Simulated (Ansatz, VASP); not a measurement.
Be4Te: VASP beside Ansatz

```
CELL_PARAMETERS angstrom
4.30266 0.00000 0.00000
-2.15133 3.72621 0.00000
0.00000 0.00000 4.91889
ATOMIC_POSITIONS crystal
Be 0.50000 0.50000 0.00000
Be 0.50000 0.00000 0.00000
Be 0.00000 0.50000 0.00000
Be 0.00000 0.00000 0.00000
Te 0.00000 0.00000 0.50000
```

Alike in both runs: functional PBE; k mesh 12 × 12 × 8; occupations gaussian, width 0.1 eV; no spin polarisation.

Ansatz relaxed the structure, and its values are those at the end. VASP's run is a single point on that final structure, the one shown.

|  | VASP | Ansatz |
| --- | --- | --- |
| version | VASP 6.6.1 | Ansatz 0.2.0 |
| potentials or method | VASP PAW PBE potentials, release 64 (Be, Te), cutoff 520 eV | scalar-relativistic, plane waves, PAW |
| valence electrons in the cell | 14 | 24 |

Ansatz gave:

* gap on the k mesh at the Fermi level (eV): none
* pressure (GPa): 0.0

Question: What did VASP give for the same quantities?

Answer: gap on the k mesh at the Fermi level (eV): none; pressure (GPa): 0.1.

A gap of «none» marks a metal or a gap that the smearing closes. With one functional, cell and mesh, what is left measures potentials, basis and numerics. VASP's potentials hold 14 valence electrons a cell and Ansatz's 24, so a difference there can come from the potentials and not from the codes.

Spin-orbit coupling is off throughout.
